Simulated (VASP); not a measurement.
# LiTbBr3 (P4mm) in VASP: relaxation of cell and atoms with PBE

Aim: the relaxation of cell and atoms of LiTbBr3 with PBE.

Everything below comes from runs of VASP 6.6.1. Logs are shortened: lines on timing, memory, paths and dates and some standing lists are left out, and cuts for length are marked.

### 1 The cell of the first run

It takes space group P4mm (No. 99, tetragonal). Conventional cell: a = 5.217 Å, b = 5.217 Å, c = 5.264 Å, α = 90.00°, β = 90.00°, γ = 90.00°. Li (site symmetry 4mm) has 6 Br at 2.52 to 2.75 Å within 3.3 Å. Tb (site symmetry 4mm) has 8 Br at 2.90 to 3.89 Å and 4 Li at 3.99 Å within 4.0 Å. Within 3.9 Å of Br (site symmetry 2mm) lie 2 Li at 2.62 Å and 2 Tb at 2.90 Å and 8 Br at 3.61 to 3.80 Å. Within 3.3 Å of Br (site symmetry 4mm) lie 2 Li at 2.52 to 2.75 Å.

The cell was generated, and may not be a known phase.

### 2 Relaxation of cell and atoms, PBE

Contents of INCAR:

```
PREC = Accurate ; ENCUT = 750
EDIFF = 1E-7 ; ISMEAR = 0
SIGMA = 0.1 ; LREAL = F
LASPH = T ; NELM = 200
ALGO = Normal ; ISIF = 3
LWAVE = F ; LCHARG = F
GGA = PE ; IBRION = 2
NSW = 100 ; EDIFFG = -0.01
GGA_COMPAT = F ; NELMIN = 4
LMAXMIX = 6
```

Contents of KPOINTS:

```
regular mesh
0
Gamma
  8 8 8
```

Contents of POSCAR:

```
LiTbBr3
1.0
    5.2166890533      0.0000000000      0.0000000000
    0.0000000000      5.2166890533      0.0000000000
    0.0000000000      0.0000000000      5.2644949656
Li Tb Br
1 1 3
Direct
    0.5000000000      0.5000000000      0.4688170517
    0.0000000000      0.0000000000      1.1801753060
    0.5000000000      0.0000000000      0.4208860868
    0.5000000000      0.5000000000      0.9468354188
    0.0000000000      0.5000000000      0.4208860868
```

Potentials or basis: VASP PAW PBE potentials, release 64 (Li_sv, Tb_3, Br), 4f in core.

Started as:

```bash
$ cat potpaw_PBE.64/Li_sv/POTCAR potpaw_PBE.64/Tb_3/POTCAR potpaw_PBE.64/Br/POTCAR > POTCAR
$ mpirun -np 1 vasp_std > vasp.out
```

OUTCAR:

```text
PREC = Accurate
   ENCUT = 750
   EDIFF = 1E-7
   ISMEAR = 0
   LREAL = F
   LASPH = T
   NELM = 200
   ISIF = 3
   GGA = PE
   IBRION = 2
   NSW = 100
   EDIFFG = -0.01
   NELMIN = 4

 ion  position               nearest neighbor table
   1  0.500  0.500  0.469-   4 2.52   3 2.62   5 2.62   3 2.62   5 2.62
   2  0.000  0.000  0.180-   3 2.90   5 2.90   5 2.90   3 2.90
   3  0.500  0.000  0.421-   1 2.62   1 2.62   2 2.90   2 2.90
   4  0.500  0.500  0.947-   1 2.52
   5  0.000  0.500  0.421-   1 2.62   1 2.62   2 2.90   2 2.90

  LATTYP: Found a simple tetragonal cell.
 ALAT       =     5.2166890533
 C/A-ratio  =     1.0091640333

  Lattice vectors:

 A1 = (   5.2166890533,   0.0000000000,   0.0000000000)
 A2 = (   0.0000000000,   5.2166890533,   0.0000000000)
 A3 = (   0.0000000000,   0.0000000000,   5.2644949656)

Analysis of symmetry for initial positions (statically):
=====================================================================
 Subroutine PRICEL returns:
 Original cell was already a primitive cell.

 Routine SETGRP: Setting up the symmetry group for a
 simple tetragonal supercell.

 Subroutine GETGRP returns: Found  8 space group operations
 (whereof  8 operations were pure point group operations)
 out of a pool of 16 trial point group operations.

The static configuration has the point symmetry C_4v.

Analysis of symmetry for dynamics (positions and initial velocities):
=====================================================================
 Subroutine PRICEL returns:
 Original cell was already a primitive cell.

 Routine SETGRP: Setting up the symmetry group for a
 simple tetragonal supercell.

 Subroutine GETGRP returns: Found  8 space group operations
 (whereof  8 operations were pure point group operations)
 out of a pool of 16 trial point group operations.

The dynamic configuration has the point symmetry C_4v.

 Subroutine INISYM returns: Found  8 space group operations
 (whereof  8 operations are pure point group operations),
 and found     1 'primitive' translations

----------------------------------------------------------------------------------------

                                     Primitive cell

  volume of cell :     143.2671

  direct lattice vectors                    reciprocal lattice vectors
     5.216689053  0.000000000  0.000000000     0.191692468  0.000000000  0.000000000
     0.000000000  5.216689053  0.000000000     0.000000000  0.191692468  0.000000000
     0.000000000  0.000000000  5.264494966     0.000000000  0.000000000  0.189951744

  length of vectors
     5.216689053  5.216689053  5.264494966     0.191692468  0.191692468  0.189951744

  position of ions in fractional coordinates (direct lattice)
     0.500000000  0.500000000  0.468817052
     0.000000000  0.000000000  0.180175306
     0.500000000  0.000000000  0.420886087
     0.500000000  0.500000000  0.946835419
     0.000000000  0.500000000  0.420886087

  ion indices of the primitive-cell ions
   primitive index   ion index
                 1           1
                 2           2
                 3           3
                 4           4
                 5           5

----------------------------------------------------------------------------------------

 KPOINTS: regular mesh

Automatic generation of k-mesh.
 Grid dimensions read from file:
 generate k-points for:    8    8    8

 Generating k-lattice:

  Cartesian coordinates                     Fractional coordinates (reciprocal lattice)
     0.023961559  0.000000000  0.000000000     0.125000000  0.000000000  0.000000000
     0.000000000  0.023961559  0.000000000     0.000000000  0.125000000  0.000000000
     0.000000000  0.000000000  0.023743968     0.000000000  0.000000000  0.125000000

  Length of vectors
     0.023961559  0.023961559  0.023743968

  Shift w.r.t. Gamma in fractional coordinates (k-lattice)
     0.000000000  0.000000000  0.000000000

 Subroutine IBZKPT returns following result:
 ===========================================

 Found     75 irreducible k-points:

 Following reciprocal coordinates:
            Coordinates               Weight
  0.000000  0.000000  0.000000      1.000000
  0.125000  0.000000  0.000000      4.000000
  0.250000  0.000000  0.000000      4.000000
  0.375000  0.000000  0.000000      4.000000
  0.500000  0.000000  0.000000      2.000000
  0.125000  0.125000  0.000000      4.000000
[... 16 lines left out ...]
  0.375000  0.125000  0.125000     16.000000
  0.500000  0.125000  0.125000      8.000000
 [... further k-points ...]
   k-points           NKPTS =     75   k-points in BZ     NKDIM =     75   number of bands    NBANDS=     20
   number of dos      NEDOS =    301   number of ions     NIONS =      5
   total plane-waves  NPLWV = 110592
   dimension x,y,z NGX =    48 NGY =   48 NGZ =   48
   dimension x,y,z NGXF=    96 NGYF=   96 NGZF=   96
   ions per type =               1   1   3
   NGX,Y,Z   is equivalent  to a cutoff of  15.30, 15.30, 15.16 a.u.
   NGXF,Y,Z  is equivalent  to a cutoff of  30.59, 30.59, 30.32 a.u.
 SYSTEM =  unknown system
   PREC   = accura    normal or accurate (medium, high low for compatibility)
   ISTART =      0    job   : 0-new  1-cont  2-samecut
   ICHARG =      2    charge: 1-file 2-atom 10-const
   ISPIN  =      1    spin polarized calculation?
   LNONCOLLINEAR =      F non collinear calculations
   LSORBIT =      F    spin-orbit coupling
   LASPH  =      T    aspherical Exc in radial PAW
   ENCUT  =  750.0 eV  55.12 Ry    7.42 a.u.  11.65 11.65 11.76*2*pi/ulx,y,z
   NELM   =    200;   NELMIN=  4; NELMDL= -5     # of ELM steps
   EDIFF  = 0.1E-06   stopping-criterion for ELM
   LREAL  =      F    real-space projection
   EDIFFG = -.1E-01   stopping-criterion for IOM
   NSW    =    100    number of steps for IOM
   IBRION =      2    ionic relax: 0-MD 1-quasi-New 2-CG
   NFREE  =      1    steps in history (QN), initial steepest desc. (CG)
   ISIF   =      3    stress and relaxation
   ISYM   =      2    0-nonsym 1-usesym 2-fastsym
   POTIM  = 0.5000    time-step for ionic-motion
   TEBEG  =    0.0;   TEEND  =   0.0 temperature during run
   PSTRESS=    0.0 pullay stress
   NELECT =      33.0000    total number of electrons
   NUPDOWN=      -1.0000    fix difference up-down
   EMIN   =  10.00;   EMAX   =-10.00  energy-range for DOS
   EFERMI =   0.00;   METHOD = LEGACY
   ISMEAR =     0;   SIGMA  =   0.10  broadening in eV -4-tet -1-fermi 0-gaus
   EFERMI_NEDOS =   21; number of points for ismear=-14 and -15
   IALGO  =     38    algorithm
   IMIX   =      4    mixing-type and parameters
     AMIX     =   0.40;   BMIX     =  1.00
     AMIX_MAG =   1.60;   BMIX_MAG =  1.00
  volume/ion in A,a.u.               =      28.65       193.36
  Fermi-wavevector in a.u.,A,eV,Ry     =   1.003531  1.896398 13.702068  1.007074
  Thomas-Fermi vector in A             =   2.136088
   LORBIT       =      0    0 simple, 1 ext, 2 COOP (PROOUT), +10 PAW based schemes
   GGA     = PE    functional components
   LHFCALC =     F    Hartree Fock is set to
   AEXX    =    0.0000 exact exchange contribution
   IVDW    =     0    specifies the selected vdW correction
   LEPSILON=     F    determine dielectric tensor
   LRPA    =     F    only Hartree local field effects (RPA)
 conjugate gradient relaxation of ions
 non-spin polarized calculation
 Gauss-broadening in eV      SIGMA  =   0.10
  energy-cutoff  :      750.00
  volume of cell :      143.27
 maximum number of plane-waves:      6748
 NGX is ok and might be reduce to    48
   NGX = 23   NGY = 23   NGZ = 23

 number of electron      33.0000004 magnetization

 Free energy of the ion-electron system (eV)
  ---------------------------------------------------
  ext. energy  EPLUGINS =         0.00000000
  ---------------------------------------------------
  free energy    TOTEN  =       -17.65755790 eV

  energy without entropy =      -17.64450469  energy(sigma->0) =      -17.65103129

 E-fermi :   3.6060     XC(G=0):  -8.3844

 val. band max:        3.6037089634   @ k =   0.3750   0.3750   0.2500
 cond. band min:       3.6089606161   @ k =   0.1250   0.0000   0.0000
 fundamental gap:      0.0052516527
 Fermi energy:         3.6060249487

 k-point     1 :       0.0000    0.0000    0.0000
  band No.  band energies     occupation
      1     -44.0215      2.00000
      2     -21.5550      2.00000
      3     -21.5550      2.00000
      4     -21.3667      2.00000
      5     -13.8126      2.00000
      6     -13.2841      2.00000
[... 12 lines left out ...]
     19       4.9082      0.00000
     20       5.1365      0.00000

 k-point     2 :       0.1250    0.0000    0.0000
  band No.  band energies     occupation
      1     -44.0215      2.00000
      2     -21.5592      2.00000
      3     -21.5549      2.00000
      4     -21.3660      2.00000
      5     -13.7861      2.00000
      6     -13.2963      2.00000
[... 12 lines left out ...]
     19       4.7142      0.00000
     20       5.1357      0.00000

 k-point     3 :       0.2500    0.0000    0.0000
  band No.  band energies     occupation
      1     -44.0215      2.00000
      2     -21.5693      2.00000
      3     -21.5547      2.00000
      4     -21.3643      2.00000
      5     -13.7134      2.00000
      6     -13.3343      2.00000
[... 12 lines left out ...]
     19       4.3409      0.00000
     20       5.1099      0.00000

 k-point     4 :       0.3750    0.0000    0.0000
  band No.  band energies     occupation
      1     -44.0215      2.00000
      2     -21.5791      2.00000
      3     -21.5544      2.00000
      4     -21.3627      2.00000
      5     -13.6139      2.00000
      6     -13.3996      2.00000
[... 429 lines left out ...]
 k-point    23 :       0.3750    0.1250    0.1250
  band No.  band energies     occupation
      1     -44.0215      2.00000
      2     -21.5789      2.00000
      3     -21.5585      2.00000
      4     -21.3625      2.00000
      5     -13.5910      2.00000
      6     -13.3965      2.00000
[... 12 lines left out ...]
     19       4.4540      0.00000
     20       4.9951      0.00000

 k-point    24 :       0.5000    0.1250    0.1250
  band No.  band energies     occupation
      1     -44.0215      2.00000
      2     -21.5829      2.00000
      3     -21.5584      2.00000
      4     -21.3619      2.00000
      5     -13.5180      2.00000
      6     -13.4551      2.00000
[... 12 lines left out ...]
     19       4.6046      0.00000
     20       4.9290      0.00000

 [... further k-points ...]

------------------------ aborting loop because EDIFF is reached ----------------------------------------

  FORCE on cell =-STRESS in cart. coord.  units (eV):
  Direction    XX          YY          ZZ          XY          YZ          ZX
  --------------------------------------------------------------------------------------
  -------------------------------------------------------------------------------------
  Total       -0.0063823     -0.0063823     -0.0150109      0.0000000      0.0000000      0.0000000
  in kB       -0.0713741     -0.0713741     -0.1678688      0.0000000      0.0000000      0.0000000
  external PRESSURE =      -0.1035390 kB  Pullay stress =       0.0000000 kB

 VOLUME and BASIS-vectors are now :
 -----------------------------------------------------------------------------
  energy-cutoff  :      750.00
  volume of cell :      143.27
      direct lattice vectors                 reciprocal lattice vectors
     5.216689053  0.000000000  0.000000000     0.191692468  0.000000000  0.000000000
     0.000000000  5.216689053  0.000000000     0.000000000  0.191692468  0.000000000
     0.000000000  0.000000000  5.264494966     0.000000000  0.000000000  0.189951744

 POSITION                                       TOTAL-FORCE (eV/Angst)
 -----------------------------------------------------------------------------------
      2.60834      2.60834      2.46809         0.000000      0.000000      0.005895
      0.00000      0.00000      0.94853         0.000000     -0.000000      0.002865
      2.60834      0.00000      2.21575         0.000000     -0.000000     -0.001024
      2.60834      2.60834      4.98461         0.000000     -0.000000     -0.006714
      0.00000      2.60834      2.21575         0.000000     -0.000000     -0.001024
 -----------------------------------------------------------------------------------
    total drift:                                0.000000      0.000000      0.000235

  FREE ENERGIE OF THE ION-ELECTRON SYSTEM (eV)
  ---------------------------------------------------
  free  energy   TOTEN  =       -17.6575578998 eV

  energy  without entropy=      -17.6445046857  energy(sigma->0) =      -17.65103129

 reached required accuracy - stopping structural energy minimisation
```

It took 6 min on 1 thread of Intel Xeon Platinum 8259CL at 2.50GHz (Skylake/Cascade Lake), shared host; peak memory 0.59 GiB.

What came out:

```
Free energy                  : -17.6576 eV
Pressure after relaxing      : 0.0 GPa
Largest force after relaxing : 0.007 eV/Å
Band gap on the k mesh       : zero (an odd number of electrons rules out a gap without spin polarisation)
```

Forces in eV/Å, atoms in the order of the input:
```
Li   0.000  0.000  0.006
Tb   0.000  0.000  0.003
Br   0.000  0.000 -0.001
Br   0.000  0.000 -0.007
Br   0.000  0.000 -0.001
```

Final structure:
```
CELL_PARAMETERS angstrom
5.21669 0.00000 0.00000
0.00000 5.21669 0.00000
0.00000 0.00000 5.26449
ATOMIC_POSITIONS crystal
Li 0.50000 0.50000 0.46882
Tb 0.00000 0.00000 0.18018
Br 0.50000 0.00000 0.42089
Br 0.50000 0.50000 0.94684
Br 0.00000 0.50000 0.42089
```

Caveat: the relaxation stopped at its first step, so nothing moved; spin-orbit coupling is left out, which moves the levels of the heavy elements; the 4f electrons are frozen in the core, so they carry no moment and show no levels; an odd number of electrons without spin polarisation forces a metal; a magnetic or distorted state may lie lower; the run has no spin polarisation, though such a crystal can be magnetic.
